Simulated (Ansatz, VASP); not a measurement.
# H10CO5: VASP beside Ansatz

```
O H C
1.0
     5.25117    0.00000    0.00000
     0.00000    5.25117    0.00000
     0.00000    0.00000    5.25117
O H C
5 10 1
Direct
  0.97444 0.28426 0.16954
  0.65445 0.27430 0.76715
  0.35386 0.00393 0.40556
  0.42677 0.54308 0.16511
  0.02895 0.78872 0.73372
  0.90779 0.23886 0.00088
  0.08609 0.14633 0.23292
  0.55693 0.17733 0.64024
  0.53123 0.35159 0.88674
  0.23136 0.92551 0.52345
  0.41080 0.85394 0.30690
  0.24848 0.47700 0.16059
  0.51629 0.43069 0.28372
  0.64606 0.79309 0.80497
  0.87137 0.77472 0.08759
  0.84677 0.78754 0.87563
```

Alike in both runs: functional PBE; k mesh 1 × 1 × 1; occupations fermi-dirac, width 0.02 eV; no spin polarisation.

Ansatz relaxed the structure, and its values are those at the end. VASP's run is a single point on that final structure, the one shown.

|  | VASP | Ansatz |
| --- | --- | --- |
| version | VASP 6.6.1 | Ansatz 0.2.0 |
| potentials or method | VASP PAW PBE potentials, release 64 (O_h, H_h, C_h), cutoff 1000 eV | scalar-relativistic, plane waves, PAW |
| valence electrons in the cell | 44 | 44 |

```csv
,VASP,Ansatz,Ansatz less VASP
rms of the force components (eV/Å),0.081,0.079,-0.0022
```

With one functional, cell and mesh, what is left measures potentials, basis and numerics.
